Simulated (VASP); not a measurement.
# Rb (Im-3m) in VASP: a series of runs, part 2 of 2

VASP 6.6.1.

**4. Relaxation of cell and atoms, PBEsol**

This run uses another cell than the first one, of 88.04 Å³/atom.

INCAR reads:

```
SYSTEM = Rb
PREC = Accurate ; ENCUT = 600
EDIFF = 1E-6 ; ISMEAR = 0
SIGMA = 0.1 ; LREAL = .FALSE.
LASPH = .TRUE. ; NELM = 60
ALGO = Fast ; ISIF = 3
LWAVE = .FALSE. ; LCHARG = .FALSE.
GGA = PS ; IBRION = 2
NSW = 100 ; EDIFFG = -0.002
```

KPOINTS reads:

```
regular mesh
0
G
  10 10 10
  0 0 0
```

POSCAR reads:

```
Rb
1.0
   -2.8025000000      2.8025000000      2.8025000000
    2.8025000000     -2.8025000000      2.8025000000
    2.8025000000      2.8025000000     -2.8025000000
Rb
1
Direct
    0.0000000000      0.0000000000      0.0000000000
```

Potentials or basis: VASP PAW PBE potentials, release 64 (Rb_sv).

Launch:

```sh
$ cat potpaw_PBE.64/Rb_sv/POTCAR > POTCAR
$ mpirun -np 1 vasp_std > vasp.out
```

OUTCAR:

```text
SYSTEM = Rb
   PREC = Accurate
   ENCUT = 600
   EDIFF = 1E-6
   ISMEAR = 0
   LREAL = .FALSE.
   LASPH = .TRUE.
   NELM = 60
   ISIF = 3
   GGA = PS
   IBRION = 2
   NSW = 100
   EDIFFG = -0.002

 ion  position               nearest neighbor table
   1  0.000  0.000  0.000-

  LATTYP: Found a body centered cubic cell.
 ALAT       =     5.6050000000

  Lattice vectors:

 A1 = (  -2.8025000000,   2.8025000000,   2.8025000000)
 A2 = (   2.8025000000,  -2.8025000000,   2.8025000000)
 A3 = (   2.8025000000,   2.8025000000,  -2.8025000000)

Analysis of symmetry for initial positions (statically):
=====================================================================
[... 394 lines left out ...]
 val. band max:        0.0613843817   @ k =  -0.3000   0.4000   0.2000
 cond. band min:       0.1448059196   @ k =  -0.4000   0.4000   0.2000
 fundamental gap:      0.0834215380
 Fermi energy:         0.0632404316

 k-point     1 :       0.0000    0.0000    0.0000
  band No.  band energies     occupation
      1     -28.7681      2.00000
      2     -12.8094      2.00000
      3     -12.8094      2.00000
      4     -12.8094      2.00000
      5      -1.9842      2.00000
      6       3.7880      0.00000
      7       3.7880      0.00000
      8       3.7880      0.00000
[... 243 lines left out ...]
 k-point    24 :      -0.3000    0.3000    0.1000
  band No.  band energies     occupation
      1     -28.7641      2.00000
      2     -12.8841      2.00000
      3     -12.8386      2.00000
      4     -12.8182      2.00000
      5      -0.8328      2.00000
      6       2.2005      0.00000
      7       2.9932      0.00000
      8       3.8905      0.00000

 [... further k-points ...]

------------------------ aborting loop because EDIFF is reached ----------------------------------------

  FORCE on cell =-STRESS in cart. coord.  units (eV):
  Direction    XX          YY          ZZ          XY          YZ          ZX
  --------------------------------------------------------------------------------------
  -------------------------------------------------------------------------------------
  Total        0.0015419      0.0015419      0.0015419     -0.0000000      0.0000000      0.0000000
  in kB        0.0285793      0.0285793      0.0285793     -0.0000000      0.0000000      0.0000000
  external PRESSURE =       0.0285793 kB  Pullay stress =       0.0000000 kB
[... 16 lines left out ...]
  FREE ENERGIE OF THE ION-ELECTRON SYSTEM (eV)
  ---------------------------------------------------
  free  energy   TOTEN  =        -1.0241838942 eV

  energy  without entropy=       -1.0179476116  energy(sigma->0) =       -1.02106575

 reached required accuracy - stopping structural energy minimisation
```

OSZICAR:

```text
N       E                     dE             d eps       ncg     rms          rms(c)
DAV:   1     0.482512922300E+02    0.48251E+02   -0.36886E+03   752   0.928E+02
DAV:   2     0.166809683228E+01   -0.46583E+02   -0.45768E+02   864   0.144E+02
DAV:   3    -0.943097308940E+00   -0.26112E+01   -0.26098E+01  1032   0.403E+01
DAV:   4    -0.102338480603E+01   -0.80287E-01   -0.80094E-01  1240   0.562E+00
[... 60 lines left out ...]
DAV:   1    -0.102433676625E+01   -0.15928E-03   -0.35287E-03   768   0.444E-01    0.571E-02
RMM:   2    -0.102421696029E+01    0.11981E-03   -0.20493E-04   756   0.127E-01    0.278E-02
RMM:   3    -0.102418170494E+01    0.35255E-04   -0.16101E-04   785   0.101E-01    0.525E-03
RMM:   4    -0.102418345035E+01   -0.17454E-05   -0.20554E-05   783   0.269E-02    0.150E-03
RMM:   5    -0.102418389418E+01   -0.44383E-06   -0.50395E-06   652   0.120E-02
   7 F= -.10241839E+01 E0= -.10210658E+01  d E =-.223758E-03
```

Wall time 4.1 min (1 thread of AMD EPYC 7R13, shared host); peak memory 0.23 GiB.

Results:

```
Free energy                           : -1.0242 eV
Relaxed volume                        : 86.44 Å³/atom
Relaxed cell                          : a = 4.824 Å, b = 4.824 Å, c = 4.824 Å, α = 109.47°, β = 109.47°, γ = 109.47°
Space group after relaxing (to 0.1 Å) : Im-3m (No. 229)
Energy gained by relaxing             : 0.2 meV/atom
Ionic steps                           : 7
Pressure after relaxing               : 0.0 GPa
Band gap on the k mesh                : zero (an odd number of electrons rules out a gap without spin polarisation)
```

Step by step:
```
step  energy change (eV)  largest force (eV/Å)  pressure (GPa)  volume (Å³)
   1              0.0000                0.0000           -0.05        88.04
   2             -0.0001                0.0000           -0.03        87.67
   3             -0.0002                0.0000           -0.02        87.29
   4             -0.0002                0.0000           -0.01        86.54
   5              0.0000                0.0000            0.05        85.06
   6             -0.0002                0.0000            0.01        86.30
   7             -0.0002                0.0000            0.00        86.44
```

Final structure:
```xyz
1
Lattice="-2.7854 2.7854 2.7854 2.7854 -2.7854 2.7854 2.7854 2.7854 -2.7854" Properties=species:S:1:pos:R:3 pbc="T T T"
Rb    0.0000    0.0000    0.0000
```

Caveat: the PAW data sets were made with another functional, which shifts forces and pressure a little.

**5. Summary**

| task | cell | cutoff (eV) | gap on the mesh (eV) | pressure (GPa) |
| --- | --- | --- | --- | --- |
| single point | a = 4.920 Å, angles 109.5°, 1 atom | 520 | none | -0.2 |
| single point | a = 4.966 Å, angles 109.5°, 1 atom | 520 | none | -0.2 |
| relaxation of cell and atoms | relaxed from a = 4.854 Å, angles 109.5°, 1 atom | 600 | none | 0.0 |

Alike in all rows: level PBEsol; potentials or basis VASP PAW PBE potentials, release 64 (Rb_sv); no spin polarisation; k mesh 10 × 10 × 10; smearing gaussian 0.1 eV.

Caveats: the PAW data sets were made with another functional, which shifts forces and pressure a little.

Total energies depend on the potentials used, so only differences within one code and one set of settings carry meaning.
